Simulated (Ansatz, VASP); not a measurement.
## Two plane-wave programs on CsH

The input INCAR:

```
  PREC = Accurate
  ENCUT = 520
  EDIFF = 1E-6
  ISMEAR = 0
  SIGMA = 0.05
  LREAL = False
  LASPH = True
  NELM = 100
  ALGO = Normal
  ISIF = 2
  LWAVE = False
  LCHARG = True
  LELF = True
  LVHAR = True
  NBANDS = 12
```

File KPOINTS:

```
Automatic mesh
0
Gamma
  8 8 8
```

File POSCAR:

```
CsH
1.0
    0.1793250000      3.1880000000      3.1880000000
    3.1880000000      0.1793250000      3.1880000000
    3.3673250000      3.3673250000      0.0000000000
Cs H
1 1
Direct
    0.0000000000      0.0000000000      0.0000000000
    0.5000000000      0.5000000000      0.5000000000
```

Input for Ansatz:

```yaml
crystal:
  lattice:
    - [0.179325, 3.188, 3.188]
    - [3.188, 0.179325, 3.188]
    - [3.367325, 3.367325, 0.0]
  atoms:
    - { symbol: Cs, position: [0.0, 0.0, 0.0] }
    - { symbol: H, position: [0.5, 0.5, 0.5] }
basis:
  ecutwfc: 420
kpoints:
  mp_grid: { grid: [8, 8, 8] }
hamiltonian:
  xc: lda
scf:
  occupations: { method: gaussian, width: 0.05 }
output:
  forces: true
  stress: true
  eigenvalues: true
```

Change from the starting cell: strain +0.1125 x Voigt [0, 0, 0, 0, 0, 1], atoms carried along.

Alike in both runs: task single point; functional LDA; k mesh 8 × 8 × 8; occupations gaussian, width 0.05 eV; no spin polarisation.

|  | VASP | Ansatz |
| --- | --- | --- |
| version | VASP 6.6.1 | Ansatz 0.2.0 |
| potentials or method | VASP PAW LDA potentials, release 64 (Cs_sv, H), cutoff 520 eV | scalar-relativistic, plane waves, PAW |
| valence electrons in the cell | 10 | 10 |

```tsv
	VASP	Ansatz	Ansatz less VASP
gap on the k mesh at the Fermi level (eV)	1.87	1.88	+0.018
least direct gap on the mesh (eV)	1.93	1.95	+0.021
pressure (GPa)	-1.3	-1.3	-0.02
traceless stress, the component that is largest in VASP (GPa)	-0.63	-0.63	0.000
```

LDA's correlation is that of Perdew and Zunger in VASP and of Perdew and Wang (1992) in Ansatz.

Neither program's run includes spin-orbit coupling.
